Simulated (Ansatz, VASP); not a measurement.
## One calculation of CuO, two programs

```
CELL_PARAMETERS angstrom
4.69270 -3.42830 0.00000
2.34635 1.71415 0.00000
-0.85192 0.00000 5.06587
ATOMIC_POSITIONS crystal
Cu 0.00165 0.49670 0.00000
Cu 0.50165 0.49670 0.00000
Cu 0.24835 0.00330 0.50000
Cu 0.74835 0.00330 0.50000
O 0.28595 0.40730 0.26020
O 0.78595 0.40730 0.26020
O 0.20365 0.57190 0.76020
O 0.70365 0.57190 0.76020
```

Alike in both runs: task single point; functional PBE; k mesh 4 × 8 × 4; occupations fermi-dirac, width 0.1 eV; collinear spin; Hubbard terms Cu d U = 4.0 eV.

```csv
,VASP,Ansatz
version,VASP 6.6.1,Ansatz 0.2.0
potentials or method,"VASP PAW PBE potentials, release 64 (Cu, O), cutoff 520 eV","PAW, plane waves, scalar-relativistic"
valence electrons in the cell,68,100
```

Ansatz gave:

* pressure (GPa): 7.7
* traceless stress, the component that is largest in VASP (GPa): -2.34
* rms of the force components (eV/Å): 0.623
* net moment per atom (μB): 0.00
* size of the moment on the site where the two differ most (μB): 0.52

**Question.** What did VASP give for the same quantities?

**Answer.** Pressure (GPa): 4.2; traceless stress, the component that is largest in VASP (GPa): -1.50; rms of the force components (eV/Å): 0.582; net moment per atom (μB): 0.00; size of the moment on the site where the two differ most (μB): 0.57.

Site moments also hang on the region over which each program counts them. The programs project onto different local orbitals, so the same U acts differently, and such runs can settle in different states. Atom by atom the forces differ by 0.041 eV/Å (rms over components). VASP's potentials hold 68 valence electrons a cell and Ansatz's 100, so a difference there can come from the potentials and not from the codes. Ansatz's warnings: specified occupation not kept.
